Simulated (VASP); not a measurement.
Here is a VASP 6.6.1 calculation.

File POSCAR:

```
In
1.0
   -2.9174576516      2.9174576516      1.5915270036
    2.9174576516     -2.9174576516      1.5915270036
    2.9174576516      2.9174576516     -1.5915270036
In
2
Direct
    0.0000000000      0.0000000000      0.0000000000
    0.7500000000      0.2500000000      0.5000000000
```

The input INCAR.step1:

```
  ALGO = Normal
  EDIFF = 1E-4
  ENCUT = 520
  GGA = PE
  ISMEAR = 0
  LASPH = True
  LCHARG = False
  LREAL = False
  LWAVE = True
  NBANDS = 20
  NELM = 80
  PREC = Accurate
  SIGMA = 0.1
```

INCAR.step2

```
  ALGO = Normal
  EDIFF = 1E-6
  ENCUT = 520
  ISIF = 2
  ISMEAR = 0
  ISTART = 1
  LASPH = True
  LCHARG = False
  LMIXTAU = True
  LREAL = False
  LWAVE = False
  METAGGA = R2SCAN
  NBANDS = 20
  NELM = 80
  PREC = Accurate
  SIGMA = 0.1
```

KPOINTS

```
k-points
0
Gamma
  6 6 6
```

Potentials or basis: VASP PAW PBE potentials, release 64 (In_d).

Command:

```console
$ cat potpaw_PBE.64/In_d/POTCAR > POTCAR
$ cp INCAR.step1 INCAR
$ mpirun -np 1 vasp_std > vasp.out
$ cp INCAR.step2 INCAR
$ mpirun -np 1 vasp_std > vasp.out
```

Problem. Estimate the band gap on the k mesh.

Solution. Zero (band 13 reaches 9.54 eV, above the bottom of band 14 at 3.33 eV).

Problem. What does it give for the pressure?

Solution. 0.4 GPa.

Stress tensor (GPa, compression positive):
```
 1.02  0.00  0.00
 0.00  1.02  0.00
 0.00  0.00 -0.75
```

Caveat: the k points lie up to 0.37 Å⁻¹ apart; the PAW data sets were made with another functional, which shifts forces and pressure a little; spin-orbit coupling is left out, which moves the levels of the heavy elements.
